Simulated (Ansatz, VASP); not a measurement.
Al3GaN4 in VASP and in Ansatz

```xyz
8
Lattice="5.2900 0.0000 0.0001 0.0000 3.2812 0.0000 -0.0035 0.0000 5.6809" Properties=species:S:1:pos:R:3 pbc="T T T"
Al    2.6456    1.6406    0.9502
Al    0.0007    1.6406    4.7430
Al    0.0042    0.0000    1.8840
Ga    2.6400    0.0000    3.7847
N     0.5833    0.0000    3.7853
N     0.6484    1.6406    0.9495
N     3.3055    1.6406    4.7759
N     3.2967    0.0000    1.8512
```

Change from the starting cell: strain +0.050 along x and y, +0.050 along z, atoms carried along.

Alike in both runs: task single point; functional r2SCAN; k mesh 6 × 8 × 4; occupations gaussian, width 0.05 eV; no spin polarisation.

|  | VASP | Ansatz |
| --- | --- | --- |
| version | VASP 6.6.1 | Ansatz 0.2.0 |
| potentials or method | VASP PAW PBE potentials, release 64 (Al, Ga_d, N), cutoff 520 eV | scalar-relativistic, plane waves, PAW |
| valence electrons in the cell | 42 | 42 |

```csv
,VASP,Ansatz,Ansatz less VASP
gap on the k mesh at the Fermi level (eV),2.97,2.95,-0.019
least direct gap on the mesh (eV),2.97,2.95,-0.019
pressure (GPa),-22.8,-22.7,+0.12
"traceless stress, the component that is largest in VASP (GPa)",0.67,0.68,+0.016
rms of the force components (eV/Å),0.041,0.030,-0.0110
```

VASP's potentials were made for PBE, not for r2SCAN. Atom by atom the forces differ by 0.022 eV/Å (rms over components).
